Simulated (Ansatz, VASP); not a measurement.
**CdSe: VASP beside Ansatz**

```xyz
4
Lattice="4.2105 0.0000 0.0000 -2.1053 3.6464 0.0000 0.0000 0.0000 6.8643" Properties=species:S:1:pos:R:3 pbc="T T T"
Cd    0.0000    2.4309   -0.0025
Cd    2.1053    1.2155    3.4296
Se    0.0000    2.4309    2.5767
Se    2.1053    1.2155    6.0088
```

Change from the starting cell: hydrostatic strain -3.0%.

Alike in both runs: task single point; functional PBE; k mesh 12 × 12 × 4; occupations fermi-dirac, width 0.02 eV; no spin polarisation.

|  | VASP | Ansatz |
| --- | --- | --- |
| version | VASP 6.6.1 | Ansatz 0.2.0 |
| potentials or method | VASP PAW PBE potentials, release 64 (Cd, Se) | plane waves, PAW |
| plane-wave cutoff (eV) | 500 | 420 |
| valence electrons in the cell | 36 | 72 |

VASP gave:

| Property | Result |
| --- | --- |
| gap on the k mesh at the Fermi level (eV) | 0.81 |
| pressure (GPa) | 7.6 |
| traceless stress, the component that is largest in VASP (GPa) | 0.12 |

**Question.** What did Ansatz give for the same quantities?

**Answer.** gap on the k mesh at the Fermi level (eV): 0.81; pressure (GPa): 7.2; traceless stress, the component that is largest in VASP (GPa): 0.11.

With one functional, cell and mesh, what is left measures potentials, basis and numerics. VASP's potentials hold 36 valence electrons a cell and Ansatz's 72, so a difference there can come from the potentials and not from the codes.
